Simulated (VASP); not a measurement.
# Ga in VASP: further runs

The runs below take Ga through single point, with PBE, LDA.

Everything below comes from runs of VASP 6.6.1. Logs are shortened: lines on timing, memory, paths and dates and some standing lists are left out, and cuts for length are marked.

## (1) The cell of the first run

The structure is cubic, space group Pm-3m (No. 221). Conventional cell: a = 2.770 Å, b = 2.770 Å, c = 2.770 Å, α = 90.00°, β = 90.00°, γ = 90.00°. Within 3.7 Å of Ga (site symmetry m-3m) lie 6 Ga at 2.77 Å.

## (2) Single point, PBE

File INCAR:

```
ALGO     = Normal         # electronic algorithm
EDIFF    = 1E-6           # SCF threshold, eV
ENCUT    = 520            # plane-wave cutoff, eV
GGA      = PE             # functional
ISIF     = 2              # what is computed and relaxed
ISMEAR   = -1             # smearing method
LASPH    = True           # aspherical terms in the spheres
LCHARG   = False          # write CHGCAR
LREAL    = False          # projectors in reciprocal space
LWAVE    = False          # write WAVECAR
NBANDS   = 12             # bands
NELM     = 80             # most SCF steps
PREC     = Accurate       # precision mode
SIGMA    = 0.05           # smearing width, eV
```

File KPOINTS:

```
k-points
0
Gamma
  10 10 10
```

File POSCAR:

```
Ga
1.0
    2.7697578399      0.0000000000      0.0000000000
    0.0000000000      2.7697578399      0.0000000000
    0.0000000000      0.0000000000      2.7697578399
Ga
1
Direct
    0.0000000000      0.0000000000      0.0000000000
```

Potentials or basis: VASP PAW PBE potentials, release 64 (Ga_d).

Command:

```sh
> cat potpaw_PBE.64/Ga_d/POTCAR > POTCAR
> mpirun -np 1 vasp_std > vasp.out
```

OUTCAR:

```text
EDIFF = 1E-6
   ENCUT = 520
   GGA = PE
   ISIF = 2
   ISMEAR = -1
   LASPH = True
   LREAL = False
   NELM = 80
   PREC = Accurate

 ion  position               nearest neighbor table
   1  0.000  0.000  0.000-

  LATTYP: Found a simple cubic cell.
 ALAT       =     2.7697578399

  Lattice vectors:

 A1 = (   2.7697578399,   0.0000000000,   0.0000000000)
 A2 = (   0.0000000000,   2.7697578399,   0.0000000000)
 A3 = (   0.0000000000,   0.0000000000,   2.7697578399)

Analysis of symmetry for initial positions (statically):
=====================================================================
 Subroutine PRICEL returns:
 Original cell was already a primitive cell.

 Routine SETGRP: Setting up the symmetry group for a
 simple cubic supercell.

 Subroutine GETGRP returns: Found 48 space group operations
 (whereof 48 operations were pure point group operations)
 out of a pool of 48 trial point group operations.

The static configuration has the point symmetry O_h .

Analysis of symmetry for dynamics (positions and initial velocities):
=====================================================================
 Subroutine PRICEL returns:
 Original cell was already a primitive cell.

 Routine SETGRP: Setting up the symmetry group for a
 simple cubic supercell.

 Subroutine GETGRP returns: Found 48 space group operations
 (whereof 48 operations were pure point group operations)
 out of a pool of 48 trial point group operations.

The dynamic configuration has the point symmetry O_h .

 Subroutine INISYM returns: Found 48 space group operations
 (whereof 48 operations are pure point group operations),
 and found     1 'primitive' translations

----------------------------------------------------------------------------------------

                                     Primitive cell

  volume of cell :      21.2484

  direct lattice vectors                    reciprocal lattice vectors
     2.769757840  0.000000000  0.000000000     0.361042394  0.000000000  0.000000000
     0.000000000  2.769757840  0.000000000     0.000000000  0.361042394  0.000000000
     0.000000000  0.000000000  2.769757840     0.000000000  0.000000000  0.361042394

  length of vectors
     2.769757840  2.769757840  2.769757840     0.361042394  0.361042394  0.361042394

  position of ions in fractional coordinates (direct lattice)
     0.000000000  0.000000000  0.000000000

  ion indices of the primitive-cell ions
   primitive index   ion index
                 1           1

----------------------------------------------------------------------------------------

 KPOINTS: k-points

Automatic generation of k-mesh.
 Grid dimensions read from file:
 generate k-points for:   10   10   10

 Generating k-lattice:

  Cartesian coordinates                     Fractional coordinates (reciprocal lattice)
     0.036104239  0.000000000  0.000000000     0.100000000  0.000000000  0.000000000
     0.000000000  0.036104239  0.000000000     0.000000000  0.100000000  0.000000000
     0.000000000  0.000000000  0.036104239     0.000000000  0.000000000  0.100000000

  Length of vectors
     0.036104239  0.036104239  0.036104239

  Shift w.r.t. Gamma in fractional coordinates (k-lattice)
     0.000000000  0.000000000  0.000000000

 Subroutine IBZKPT returns following result:
 ===========================================

 Found     56 irreducible k-points:

 Following reciprocal coordinates:
            Coordinates               Weight
  0.000000  0.000000  0.000000      1.000000
  0.100000  0.000000  0.000000      6.000000
  0.200000  0.000000  0.000000      6.000000
  0.300000  0.000000  0.000000      6.000000
  0.400000  0.000000  0.000000      6.000000
  0.500000  0.000000  0.000000      3.000000
[... 16 lines left out ...]
  0.200000  0.100000  0.100000     24.000000
  0.300000  0.100000  0.100000     24.000000
 [... further k-points ...]
   k-points           NKPTS =     56   k-points in BZ     NKDIM =     56   number of bands    NBANDS=     12
   number of dos      NEDOS =    301   number of ions     NIONS =      1
   total plane-waves  NPLWV =  13824
   dimension x,y,z NGX =    24 NGY =   24 NGZ =   24
   dimension x,y,z NGXF=    48 NGYF=   48 NGZF=   48
   ions per type =               1
   NGX,Y,Z   is equivalent  to a cutoff of  14.41, 14.41, 14.41 a.u.
   NGXF,Y,Z  is equivalent  to a cutoff of  28.81, 28.81, 28.81 a.u.
 SYSTEM =  unknown system
   PREC   = accura    normal or accurate (medium, high low for compatibility)
   ISTART =      0    job   : 0-new  1-cont  2-samecut
   ICHARG =      2    charge: 1-file 2-atom 10-const
   ISPIN  =      1    spin polarized calculation?
   LNONCOLLINEAR =      F non collinear calculations
   LSORBIT =      F    spin-orbit coupling
   LASPH  =      T    aspherical Exc in radial PAW
   ENCUT  =  520.0 eV  38.22 Ry    6.18 a.u.   5.15  5.15  5.15*2*pi/ulx,y,z
   NELM   =     80;   NELMIN=  2; NELMDL= -5     # of ELM steps
   EDIFF  = 0.1E-05   stopping-criterion for ELM
   LREAL  =      F    real-space projection
   EDIFFG = 0.1E-04   stopping-criterion for IOM
   NSW    =      0    number of steps for IOM
   IBRION =     -1    ionic relax: 0-MD 1-quasi-New 2-CG
   NFREE  =      0    steps in history (QN), initial steepest desc. (CG)
   ISIF   =      2    stress and relaxation
   ISYM   =      2    0-nonsym 1-usesym 2-fastsym
   POTIM  = 0.5000    time-step for ionic-motion
   TEBEG  =    0.0;   TEEND  =   0.0 temperature during run
   PSTRESS=    0.0 pullay stress
   NELECT =      13.0000    total number of electrons
   NUPDOWN=      -1.0000    fix difference up-down
   EMIN   =  10.00;   EMAX   =-10.00  energy-range for DOS
   EFERMI =   0.00;   METHOD = LEGACY
   ISMEAR =    -1;   SIGMA  =   0.05  broadening in eV -4-tet -1-fermi 0-gaus
   EFERMI_NEDOS =   21; number of points for ismear=-14 and -15
   IALGO  =     38    algorithm
   IMIX   =      4    mixing-type and parameters
     AMIX     =   0.40;   BMIX     =  1.00
     AMIX_MAG =   1.60;   BMIX_MAG =  1.00
  volume/ion in A,a.u.               =      21.25       143.39
  Fermi-wavevector in a.u.,A,eV,Ry     =   1.389785  2.626312 26.279668  1.931501
  Thomas-Fermi vector in A             =   2.513782
   LORBIT       =      0    0 simple, 1 ext, 2 COOP (PROOUT), +10 PAW based schemes
   GGA     = PE    functional components
   LHFCALC =     F    Hartree Fock is set to
   AEXX    =    0.0000 exact exchange contribution
   IVDW    =     0    specifies the selected vdW correction
   LEPSILON=     F    determine dielectric tensor
   LRPA    =     F    only Hartree local field effects (RPA)
 non-spin polarized calculation
  energy-cutoff  :      520.00
  volume of cell :       21.25
 maximum number of plane-waves:       588
 NGX is ok and might be reduce to    24
   NGX = 11   NGY = 11   NGZ = 11

 number of electron      12.9999995 magnetization

 Free energy of the ion-electron system (eV)
  ---------------------------------------------------
  ext. energy  EPLUGINS =         0.00000000
  ---------------------------------------------------
  free energy    TOTEN  =        -2.82521152 eV

  energy without entropy =       -2.82054797  energy(sigma->0) =       -2.82287975

 E-fermi :   4.3114     XC(G=0): -10.3530

 val. band max:        4.2325754114   @ k =   0.4000   0.3000   0.2000
 cond. band min:       4.3591857136   @ k =   0.3000   0.0000   0.0000
 fundamental gap:      0.1266103021
 Fermi energy:         4.3114058961

 k-point     1 :       0.0000    0.0000    0.0000
  band No.  band energies     occupation
      1     -10.7492      2.00000
      2     -10.7492      2.00000
      3     -10.3027      2.00000
      4     -10.3027      2.00000
      5     -10.3027      2.00000
      6      -5.8902      2.00000
      7      12.8516      0.00000
      8      12.8516      0.00000
      9      12.8516      0.00000
     10      15.8062      0.00000
     11      15.8062      0.00000
     12      17.9538      0.00000

 k-point     2 :       0.1000    0.0000    0.0000
  band No.  band energies     occupation
      1     -10.7460      2.00000
      2     -10.7197      2.00000
      3     -10.3145      2.00000
      4     -10.3145      2.00000
      5     -10.3017      2.00000
      6      -5.6964      2.00000
      7      10.4748      0.00000
      8      13.0498      0.00000
      9      13.0498      0.00000
     10      15.9734      0.00000
     11      17.1332      0.00000
     12      19.4817      0.00000

 k-point     3 :       0.2000    0.0000    0.0000
  band No.  band energies     occupation
      1     -10.7377      2.00000
      2     -10.6446      2.00000
      3     -10.3452      2.00000
      4     -10.3452      2.00000
      5     -10.2991      2.00000
      6      -5.1121      2.00000
      7       7.2838      0.00000
      8      13.6261      0.00000
      9      13.6261      0.00000
     10      16.4750      0.00000
     11      17.8164      0.00000
     12      23.3293      0.00000

 k-point     4 :       0.3000    0.0000    0.0000
  band No.  band energies     occupation
      1     -10.7274      2.00000
      2     -10.5556      2.00000
      3     -10.3828      2.00000
      4     -10.3828      2.00000
      5     -10.2959      2.00000
      6      -4.1394      2.00000
      7       4.3592      0.55552
      8      14.5116      0.00000
      9      14.5116      0.00000
     10      17.3061      0.00000
     11      18.5966      0.00000
     12      24.5617      0.00000

 k-point     5 :       0.4000    0.0000    0.0000
  band No.  band energies     occupation
      1     -10.7190      2.00000
      2     -10.4864      2.00000
      3     -10.4130      2.00000
      4     -10.4130      2.00000
      5     -10.2932      2.00000
      6      -2.8366      2.00000
      7       1.8659      2.00000
      8      15.5064      0.00000
      9      15.5064      0.00000
     10      18.4246      0.00000
     11      19.5576      0.00000
     12      22.4514      0.00000
[... 228 lines left out ...]
      1     -10.6336      2.00000
      2     -10.5819      2.00000
      3     -10.4071      2.00000
      4     -10.4071      2.00000
      5     -10.1829      2.00000
      6       2.4099      2.00000
      7       3.7054      1.99999
      8       3.7054      1.99999
      9       8.5100      0.00000
     10      19.2420      0.00000
     11      24.1352      0.00000
     12      24.1352      0.00000

 k-point    22 :       0.1000    0.1000    0.1000
  band No.  band energies     occupation
      1     -10.6994      2.00000
      2     -10.6994      2.00000
      3     -10.3284      2.00000
      4     -10.3249      2.00000
      5     -10.3249      2.00000
      6      -5.3091      2.00000
      7      10.6233      0.00000
      8      10.6233      0.00000
      9      11.4167      0.00000
     10      19.0932      0.00000
     11      19.0932      0.00000
     12      20.2923      0.00000

 k-point    23 :       0.2000    0.1000    0.1000
  band No.  band energies     occupation
      1     -10.6915      2.00000
      2     -10.6209      2.00000
      3     -10.3612      2.00000
      4     -10.3570      2.00000
      5     -10.3228      2.00000
      6      -4.7260      2.00000
      7       7.6385      0.00000
      8      11.1814      0.00000
      9      11.7951      0.00000
     10      19.5982      0.00000
     11      20.1449      0.00000
     12      23.0597      0.00000

 k-point    24 :       0.3000    0.1000    0.1000
  band No.  band energies     occupation
      1     -10.6815      2.00000
      2     -10.5274      2.00000
      3     -10.4020      2.00000
      4     -10.3963      2.00000
      5     -10.3191      2.00000
      6      -3.7568      2.00000
      7       4.7320      0.00044
      8      12.0541      0.00000
      9      12.7064      0.00000
     10      19.8564      0.00000
     11      20.2443      0.00000
     12      21.4746      0.00000

 [... further k-points ...]
[... 5 lines left out ...]
  --------------------------------------------------------------------------------------
  -------------------------------------------------------------------------------------
  Total       -0.2626161     -0.2626161     -0.2626161      0.0000000      0.0000000     -0.0000000
  in kB      -19.8018840    -19.8018840    -19.8018840      0.0000000      0.0000000     -0.0000000
  external PRESSURE =     -19.8018840 kB  Pullay stress =       0.0000000 kB

 VOLUME and BASIS-vectors are now :
 -----------------------------------------------------------------------------
  energy-cutoff  :      520.00
  volume of cell :       21.25
      direct lattice vectors                 reciprocal lattice vectors
     2.769757840  0.000000000  0.000000000     0.361042394  0.000000000  0.000000000
     0.000000000  2.769757840  0.000000000     0.000000000  0.361042394  0.000000000
     0.000000000  0.000000000  2.769757840     0.000000000  0.000000000  0.361042394

 POSITION                                       TOTAL-FORCE (eV/Angst)
 -----------------------------------------------------------------------------------
      0.00000      0.00000      0.00000         0.000000      0.000000      0.000000
 -----------------------------------------------------------------------------------
    total drift:                                0.000000     -0.000000     -0.000000

  FREE ENERGIE OF THE ION-ELECTRON SYSTEM (eV)
  ---------------------------------------------------
  free  energy   TOTEN  =        -2.8252115221 eV

  energy  without entropy=       -2.8205479694  energy(sigma->0) =       -2.82287975
```

Wall time 10 s (1 thread of AMD EPYC 7R43 (Zen 3), shared host); peak memory 0.11 GiB.

Results:

```yaml
Free_energy: -2.8252 eV
Pressure: -2.0 GPa
```

Levels at points of the mesh, in eV from the Fermi level:
| k point | band 4 | band 5 | band 6 | band 7 | band 8 | band 9 |
| --- | --- | --- | --- | --- | --- | --- |
| (0.00, 0.00, 0.00) | -14.61 | -14.61 | -10.20 | 8.54 | 8.54 | 8.54 |
| (0.50, 0.00, 0.00) | -14.74 | -14.60 | -6.14 | -3.86 | 11.72 | 11.72 |
| (0.50, 0.50, 0.00) | -14.72 | -14.49 | -1.90 | -0.61 | -0.61 | 4.20 |
| (0.50, 0.50, 0.50) | -14.49 | -14.49 | 2.48 | 2.48 | 2.48 | 3.07 |

(Part 1 of 2 ends here.)
